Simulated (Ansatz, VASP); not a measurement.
Two plane-wave programs on CdTe

POSCAR

```
CdTe
1.0
    0.0000000000      3.2799551161      3.2799551161
    3.2799551161      0.0000000000      3.2799551161
    3.2799551161      3.2799551161      0.0000000000
Cd Te
1 1
Direct
    0.0000000000      0.0000000000      0.0000000000
    0.2500000000      0.2500000000      0.2500000000
```

The input INCAR.step1:

```
SYSTEM = CdTe
ALGO     = Normal         ! electronic algorithm
EDIFF    = 1E-5           ! SCF threshold, eV
ENCUT    = 520            ! plane-wave cutoff, eV
GGA      = PE             ! functional
GGA_COMPAT= .False.      
ISIF     = 2              ! what is computed and relaxed
ISMEAR   = 0              ! smearing method
LASPH    = .True.         ! aspherical terms in the spheres
LORBIT   = 11             ! projections on sites
LORBMOM  = .True.       
LREAL    = .False.        ! projectors in reciprocal space
LSORBIT  = .True.         ! spin-orbit coupling
LWAVE    = .True.         ! write WAVECAR
MAGMOM   = 0 0 0 0 0 0    ! initial moments
NBANDS   = 30             ! bands
NELM     = 150            ! most SCF steps
PREC     = Accurate       ! precision mode
SIGMA    = 0.01           ! smearing width, eV
```

File INCAR.step2:

```
SYSTEM = CdTe
ALGO     = Normal         ! electronic algorithm
EDIFF    = 1E-7           ! SCF threshold, eV
ENCUT    = 520            ! plane-wave cutoff, eV
GGA      = PE             ! functional
GGA_COMPAT= .False.      
HFSCREEN = 0.2079         ! screening, 1/A
ISIF     = 2              ! what is computed and relaxed
ISMEAR   = 0              ! smearing method
ISTART   = 1            
LASPH    = .True.         ! aspherical terms in the spheres
LCHARG   = .True.         ! write CHGCAR
LHFCALC  = .True.         ! exact exchange
LORBIT   = 11             ! projections on sites
LORBMOM  = .True.       
LREAL    = .False.        ! projectors in reciprocal space
LSORBIT  = .True.         ! spin-orbit coupling
LVHAR    = .True.       
LWAVE    = .False.        ! write WAVECAR
MAGMOM   = 0 0 0 0 0 0    ! initial moments
NBANDS   = 30             ! bands
NELM     = 150            ! most SCF steps
PREC     = Accurate       ! precision mode
PRECFOCK = Normal       
SIGMA    = 0.01           ! smearing width, eV
```

File KPOINTS:

```
k-points
0
Gamma
  4 4 4
  0 0 0
```

Input for Ansatz:

```yaml
crystal:
  lattice:
    - [0.0, 3.2799551161, 3.2799551161]
    - [3.2799551161, 0.0, 3.2799551161]
    - [3.2799551161, 3.2799551161, 0.0]
  atoms:
    - { symbol: Cd, position: [0.0, 0.0, 0.0] }
    - { symbol: Te, position: [0.25, 0.25, 0.25] }
kpoints:
  mp_grid: { grid: [4, 4, 4] }
  band_path:
    path:
      - [0.0, 0.0, 0.0]
      - [-0.5, -0.5, 0.0]
      - [-0.375, -0.375, 0.25]
      - [-0.375, 0.0, 0.375]
      - [0.0, 0.0, 0.5]
      - [-0.5, -0.25, 0.25]
    npoints: 1
hamiltonian:
  xc: hse06
scf:
  occupations: { method: fixed }
  n_extra_bands: 8
magnetization:
  noncollinear: true
  spin_orbit: true
output:
  eigenvalues: true
```

Alike in both runs: task single point; functional HSE06; k mesh 4 × 4 × 4; non-collinear spin, spin-orbit coupling.

|  | VASP | Ansatz |
| --- | --- | --- |
| version | VASP 6.6.1 | Ansatz 0.2.0 |
| potentials or method | VASP PAW PBE potentials, release 64 (Cd, Te) | plane waves, PAW |
| plane-wave cutoff (eV) | 520 | 420 |
| occupations | gaussian, width 0.01 eV | fixed |
| valence electrons in the cell | 18 | 36 |

|  | VASP | Ansatz | Ansatz less VASP |
| --- | --- | --- | --- |
| net moment per atom (μB) | 0.00 | 0.00 | 0.000 |

VASP's potentials hold 18 valence electrons a cell and Ansatz's 36, so a difference there can come from the potentials and not from the codes.

The k mesh is coarse, so the values compare programs but aren't converged.
